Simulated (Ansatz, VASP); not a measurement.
# InSe3: VASP beside Ansatz

```xyz
4
Lattice="4.9843 0.0000 0.0000 0.0000 4.9843 0.0000 0.0000 0.0000 3.5632" Properties=species:S:1:pos:R:3 pbc="T T T"
In    0.0000    0.0000    0.0000
Se    0.0000    2.4921    1.7816
Se    2.4921    0.0000    1.7816
Se    2.4921    2.4921    0.0000
```

Alike in both runs: task relaxation of cell and atoms; functional PBE; k mesh 10 × 10 × 14; occupations gaussian, width 0.1 eV; no spin polarisation.

|  | VASP | Ansatz |
| --- | --- | --- |
| version | VASP 6.6.1 | Ansatz 0.2.0 |
| potentials or method | VASP PAW PBE potentials, release 64 (In_d, Se), cutoff 600 eV | scalar-relativistic, plane waves, PAW |
| valence electrons in the cell | 31 | 61 |

VASP gave:

```
gap on the k mesh at the Fermi level, each at its own relaxed structure (eV) : none
relaxed volume (Å³/atom)                                                     : 22.13
relaxed length of the cell vector where the two differ most in proportion (Å)              : 3.563
```

Estimate Ansatz's values.

gap on the k mesh at the Fermi level, each at its own relaxed structure (eV): none; relaxed volume (Å³/atom): 22.11; relaxed length of the cell vector where the two differ most in proportion (Å): 3.559.

A gap of «none» marks a metal or a gap that the smearing closes. VASP's potentials hold 31 valence electrons a cell and Ansatz's 61, so a difference there can come from the potentials and not from the codes.

Noted on VASP's run: the relaxation stopped at its first step, so nothing moved.
